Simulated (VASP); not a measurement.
# CdF2 (Fmmm) in VASP: a series of runs, part 2 of 2

VASP 6.6.1. The steps go on from the part before.

### 3 Single point, PBE (strain +0.0350 x Voigt [1, -1, 0, 0, 0, 0])

Input file INCAR:

```
PREC = Accurate ; ENCUT = 520
EDIFF = 1E-7 ; ISMEAR = 0
SIGMA = 0.05 ; LREAL = F
LASPH = T ; NELM = 60
ALGO = Normal ; ISIF = 2
LWAVE = F ; LCHARG = T
GGA = PE ; LELF = T
LVHAR = T ; NBANDS = 20
```

Input file KPOINTS:

```
Automatic mesh
0
Gamma
  8 8 8
```

Input file POSCAR:

```
CdF2
1.0
    0.0000000000      2.5997100000      2.6940000000
    2.7882900000      0.0000000000      2.6940000000
    2.7882900000      2.5997100000      0.0000000000
Cd F
1 2
Direct
    0.0000000000      0.0000000000      0.0000000000
    0.2500000000      0.2500000000      0.2500000000
    0.7500000000      0.7500000000      0.7500000000
```

Potentials or basis: VASP PAW PBE potentials, release 64 (Cd, F).

Started as:

```
> cat potpaw_PBE.64/Cd/POTCAR potpaw_PBE.64/F/POTCAR > POTCAR
> mpirun -np 1 vasp_std > vasp.out
```

OUTCAR:

```text
PREC = Accurate
   ENCUT = 520
   EDIFF = 1E-7
   ISMEAR = 0
   LREAL = F
   LASPH = T
   NELM = 60
   ISIF = 2
   GGA = PE

 ion  position               nearest neighbor table
   1  0.000  0.000  0.000-   3 2.33   2 2.33   3 2.33   2 2.33   3 2.33   3 2.33   2 2.33   2 2.33

   2  0.250  0.250  0.250-   1 2.33   1 2.33   1 2.33   1 2.33
   3  0.750  0.750  0.750-   1 2.33   1 2.33   1 2.33   1 2.33

  LATTYP: Found a face centered orthorhombic cell.
 ALAT       =     5.1994200000
 B/A-ratio  =     1.0362694301
 C/A-ratio  =     1.0725388601

  Lattice vectors:

 A1 = (  -2.7882900000,   0.0000000000,  -2.6940000000)
 A2 = (  -2.7882900000,   2.5997100000,   0.0000000000)
 A3 = (   0.0000000000,   2.5997100000,  -2.6940000000)

Analysis of symmetry for initial positions (statically):
=====================================================================
 Subroutine PRICEL returns:
 Original cell was already a primitive cell.

 Routine SETGRP: Setting up the symmetry group for a
 face centered orthorhombic supercell.

 Subroutine GETGRP returns: Found  8 space group operations
 (whereof  8 operations were pure point group operations)
 out of a pool of  8 trial point group operations.

The static configuration has the point symmetry D_2h.

Analysis of symmetry for dynamics (positions and initial velocities):
=====================================================================
 Subroutine PRICEL returns:
 Original cell was already a primitive cell.

 Routine SETGRP: Setting up the symmetry group for a
 face centered orthorhombic supercell.

 Subroutine GETGRP returns: Found  8 space group operations
 (whereof  8 operations were pure point group operations)
 out of a pool of  8 trial point group operations.

The dynamic configuration has the point symmetry D_2h.

 Subroutine INISYM returns: Found  8 space group operations
 (whereof  8 operations are pure point group operations),
 and found     1 'primitive' translations

[... 107 lines left out ...]
   NELECT =      26.0000    total number of electrons
   NUPDOWN=      -1.0000    fix difference up-down
   EMIN   =  10.00;   EMAX   =-10.00  energy-range for DOS
   EFERMI =   0.00;   METHOD = LEGACY
   ISMEAR =     0;   SIGMA  =   0.05  broadening in eV -4-tet -1-fermi 0-gaus
   EFERMI_NEDOS =   21; number of points for ismear=-14 and -15
   IALGO  =     38    algorithm
   IMIX   =      4    mixing-type and parameters
     AMIX     =   0.40;   BMIX     =  1.00
     AMIX_MAG =   1.60;   BMIX_MAG =  1.00
  volume/ion in A,a.u.               =      13.02        87.85
  Fermi-wavevector in a.u.,A,eV,Ry     =   1.429451  2.701270 27.801177  2.043329
  Thomas-Fermi vector in A             =   2.549403
   LORBIT       =      0    0 simple, 1 ext, 2 COOP (PROOUT), +10 PAW based schemes
   GGA     = PE    functional components
   LHFCALC =     F    Hartree Fock is set to
   AEXX    =    0.0000 exact exchange contribution
   IVDW    =     0    specifies the selected vdW correction
   LEPSILON=     F    determine dielectric tensor
   LRPA    =     F    only Hartree local field effects (RPA)
 non-spin polarized calculation
 Gauss-broadening in eV      SIGMA  =   0.05
  energy-cutoff  :      520.00
  volume of cell :       39.06
 maximum number of plane-waves:      1070
   NGX = 13   NGY = 15   NGZ = 15

 number of electron      25.9999999 magnetization

 Free energy of the ion-electron system (eV)
  ---------------------------------------------------
  ext. energy  EPLUGINS =         0.00000000
  ---------------------------------------------------
  free energy    TOTEN  =       -10.82496600 eV

  energy without entropy =      -10.82496600  energy(sigma->0) =      -10.82496600

 E-fermi :  -0.9833     XC(G=0): -10.4214

 val. band max:       -1.2236825044   @ k =   0.5000  -0.2500   0.2500
 cond. band min:       1.7376891048   @ k =   0.0000   0.0000   0.0000
 fundamental gap:      2.9613716092
 Fermi energy:        -0.9833080645

 k-point     1 :       0.0000    0.0000    0.0000
  band No.  band energies     occupation
      1     -22.1039      2.00000
      2     -20.9772      2.00000
      3      -6.9349      2.00000
      4      -6.9091      2.00000
      5      -6.8989      2.00000
      6      -5.7339      2.00000
[... 541 lines left out ...]
     19      17.5497      0.00000
     20      19.8134      0.00000

 [... further k-points ...]
[... 5 lines left out ...]
  --------------------------------------------------------------------------------------
  -------------------------------------------------------------------------------------
  Total        0.6171898      2.4780337      1.5063751      0.0000000      0.0000000      0.0000000
  in kB       25.3185546    101.6546753     61.7949903      0.0000000      0.0000000      0.0000000
  external PRESSURE =      62.9227401 kB  Pullay stress =       0.0000000 kB

 VOLUME and BASIS-vectors are now :
 -----------------------------------------------------------------------------
  energy-cutoff  :      520.00
  volume of cell :       39.06
      direct lattice vectors                 reciprocal lattice vectors
     0.000000000  2.599710000  2.694000000    -0.179321376  0.192329144  0.185597624
     2.788290000  0.000000000  2.694000000     0.179321376 -0.192329144  0.185597624
     2.788290000  2.599710000  0.000000000     0.179321376  0.192329144 -0.185597624

 POSITION                                       TOTAL-FORCE (eV/Angst)
 -----------------------------------------------------------------------------------
      0.00000      0.00000      0.00000         0.000000     -0.000000      0.000000
      1.39414      1.29985      1.34700        -0.000000      0.000000     -0.000000
      4.18243      3.89956      4.04100         0.000000      0.000000      0.000000
 -----------------------------------------------------------------------------------
    total drift:                                0.000000      0.000000      0.000000

  FREE ENERGIE OF THE ION-ELECTRON SYSTEM (eV)
  ---------------------------------------------------
  free  energy   TOTEN  =       -10.8249660009 eV

  energy  without entropy=      -10.8249660009  energy(sigma->0) =      -10.82496600
```

OSZICAR:

```text
N       E                     dE             d eps       ncg     rms          rms(c)
DAV:   1     0.192709121530E+03    0.19271E+03   -0.15569E+04  3984   0.132E+03
DAV:   2    -0.453525498673E+01   -0.19724E+03   -0.18915E+03  4164   0.343E+02
DAV:   3    -0.125140959590E+02   -0.79788E+01   -0.79585E+01  4360   0.748E+01
DAV:   4    -0.125474682501E+02   -0.33372E-01   -0.33371E-01  4124   0.498E+00
DAV:   5    -0.125475896109E+02   -0.12136E-03   -0.12136E-03  4336   0.269E-01    0.102E+01
DAV:   6    -0.107949266121E+02    0.17527E+01   -0.39953E+00  4788   0.376E+01    0.745E+00
DAV:   7    -0.108407715702E+02   -0.45845E-01   -0.90221E-01  3952   0.857E+00    0.426E+00
DAV:   8    -0.108332692642E+02    0.75023E-02   -0.13995E-01  3940   0.352E+00    0.708E-01
DAV:   9    -0.108242613448E+02    0.90079E-02   -0.35072E-02  4624   0.233E+00    0.885E-02
DAV:  10    -0.108248412305E+02   -0.57989E-03   -0.29405E-03  4008   0.598E-01    0.122E-01
DAV:  11    -0.108249433055E+02   -0.10207E-03   -0.13271E-04  4140   0.114E-01    0.366E-02
DAV:  12    -0.108249642343E+02   -0.20929E-04   -0.35733E-05  3980   0.522E-02    0.183E-02
DAV:  13    -0.108249661607E+02   -0.19264E-05   -0.71329E-06  4156   0.218E-02    0.365E-03
DAV:  14    -0.108249659655E+02    0.19515E-06   -0.67136E-07  4244   0.103E-02    0.826E-04
DAV:  15    -0.108249660009E+02   -0.35411E-07   -0.65329E-08  3324   0.247E-03
   1 F= -.10824966E+02 E0= -.10824966E+02  d E =-.218096E-13
```

stdout:

```text
POSCAR found type information on POSCAR CdF
 POSCAR found :  2 types and       3 ions
 scaLAPACK will be used
 LDA part: xc-table for (Slater+PW92), standard interpolation
 POSCAR, INCAR and KPOINTS ok, starting setup
 FFT: planning ... GRIDC
 FFT: planning ... GRID_SOFT
 FFT: planning ... GRID
 WAVECAR not read
 entering main loop
```

It took 42 s on 1 thread of AMD EPYC 9R45 (Zen 5), shared host; peak memory 0.18 GiB.

Results:

```
Free energy            : -10.8250 eV
Pressure               : 6.3 GPa
Band gap on the k mesh : 2.96 eV (least direct gap 3.44 eV)
```

Stress tensor (GPa, compression positive):
```
 2.53  0.00  0.00
 0.00 10.17  0.00
 0.00  0.00  6.18
```

Levels at points of the mesh, in eV from the valence-band top:
```csv
k point,band 9,band 10,band 11,band 12,band 13,band 14,band 15,band 16,band 17,band 18
"(0.00, 0.00, 0.00)",-1.04,-0.72,-0.69,-0.57,-0.48,2.96,12.55,12.65,12.75,17.59
"(0.50, 0.00, 0.00)",-2.35,-1.97,-1.82,-0.49,-0.46,7.08,9.03,14.22,14.66,17.79
"(0.50, 0.50, 0.00)",-3.14,-2.91,-0.55,-0.26,-0.02,7.93,9.51,11.85,13.80,14.63
"(0.50, 0.00, 0.50)",-3.07,-3.04,-0.34,-0.25,-0.15,7.82,9.49,11.90,13.81,14.26
"(0.00, 0.50, 0.50)",-3.03,-2.90,-0.74,-0.17,-0.03,7.93,9.67,11.89,14.17,14.56
```

Caveat: the cell differs from its parent crystal (strain +0.0350 x Voigt [1, -1, 0, 0, 0, 0]); the cell stands under pressure. A k mesh can miss the band edges.
